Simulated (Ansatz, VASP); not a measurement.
AlN: VASP beside Ansatz

File INCAR:

```
SYSTEM = AlN
PREC = Accurate
ENCUT = 520
EDIFF = 1E-8
ISMEAR = -1
SIGMA = 0.02
LREAL = .FALSE.
LASPH = .TRUE.
NELM = 60
ALGO = Normal
ISIF = 2
LWAVE = .FALSE.
LCHARG = .FALSE.
GGA = PS
LEFG = .TRUE.
NBANDS = 16
```

The input KPOINTS:

```
Automatic mesh
0
G
  11 11 6
  0 0 0
```

File POSCAR:

```
AlN
1.0
    3.1213377828      0.0000000000      0.0000000000
   -1.5606688914      2.7031578137      0.0000000000
    0.0000000000      0.0000000000      4.9945383275
Al N
2 2
Direct
    0.3333333333      0.6666666667      0.0000000000
    0.6666666667      0.3333333333      0.5000000000
    0.3333333333      0.6666666667      0.3850000000
    0.6666666667      0.3333333333      0.8850000000
```

Input for Ansatz:

```yaml
crystal:
  lattice:
    - [3.1213377828, 0.0, 0.0]
    - [-1.5606688914, 2.7031578137, 0.0]
    - [0.0, 0.0, 4.9945383275]
  atoms:
    - { symbol: Al, position: [0.3333333333, 0.6666666667, 0.0] }
    - { symbol: Al, position: [0.6666666667, 0.3333333333, 0.5] }
    - { symbol: "N", position: [0.3333333333, 0.6666666667, 0.385] }
    - { symbol: "N", position: [0.6666666667, 0.3333333333, 0.885] }
kpoints:
  mp_grid: { grid: [11, 11, 6] }
scf:
  occupations: { method: fermi_dirac, width: 0.02 }
hamiltonian:
  xc: pbesol
  pseudopotentials: { kind: paw }
output:
  forces: true
  stress: true
  eigenvalues: true
  efg: { contact_densities: true }
  write_density: true
  write_potential: true
  elf: true
  volumetric_format: npy
```

Change from the starting cell: volume scaled by 1.01, PAW files.

Alike in both runs: task electric field gradients; functional PBEsol; k mesh 11 × 11 × 6; occupations fermi-dirac, width 0.02 eV; no spin polarisation.

|  | VASP | Ansatz |
| --- | --- | --- |
| version | VASP 6.6.1 | Ansatz 0.2.0 |
| potentials or method | VASP PAW PBE potentials, release 64 (Al, N) | PAW with Ansatz's default frozen-core files, scalar-relativistic |
| plane-wave cutoff (eV) | 520 | 420 |
| valence electrons in the cell | 16 | 16 |

|  | VASP | Ansatz | Ansatz less VASP |
| --- | --- | --- | --- |
| gap on the k mesh at the Fermi level (eV) | 4.00 | 3.99 | -0.016 |
| pressure (GPa) | -1.5 | -1.4 | +0.03 |
| traceless stress, the component that is largest in VASP (GPa) | -1.16 | -1.14 | +0.013 |
| rms of the force components (eV/Å) | 0.102 | 0.102 | -0.0008 |
| size of Vzz on the site where it differs most (V/Å²) | 0.6 | 0.3 | -0.30 |

VASP's potentials were made for PBE, not for PBEsol. Atom by atom the forces differ by 0.001 eV/Å (rms over components).
